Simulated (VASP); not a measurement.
Here is a VASP 6.6.1 calculation.

The input INCAR:

```
SYSTEM = Rb
ALGO = Fast
EDIFF = 1E-6
ENCUT = 520
GGA = RE
ISIF = 2
ISMEAR = -1
LASPH = .TRUE.
LCHARG = .FALSE.
LREAL = .FALSE.
LWAVE = .FALSE.
NBANDS = 10
NELM = 60
PREC = Accurate
SIGMA = 0.05
```

The input KPOINTS:

```
k-points
0
G
  4 4 4
  0 0 0
```

POSCAR

```
Rb
1.0
   -2.8025000000      2.8025000000      2.8025000000
    2.8025000000     -2.8025000000      2.8025000000
    2.8025000000      2.8025000000     -2.8025000000
Rb
1
Direct
    0.0000000000      0.0000000000      0.0000000000
```

Potentials or basis: VASP PAW PBE potentials, release 64 (Rb_sv).

The run is started by

```sh
$ cat potpaw_PBE.64/Rb_sv/POTCAR > POTCAR
$ mpirun -np 1 vasp_std > vasp.out
```

Q: What does it give for the pressure?

A: 0.4 GPa.

Caveat: the k points lie up to 0.40 Å⁻¹ apart; the PAW data sets were made with another functional, which shifts forces and pressure a little.
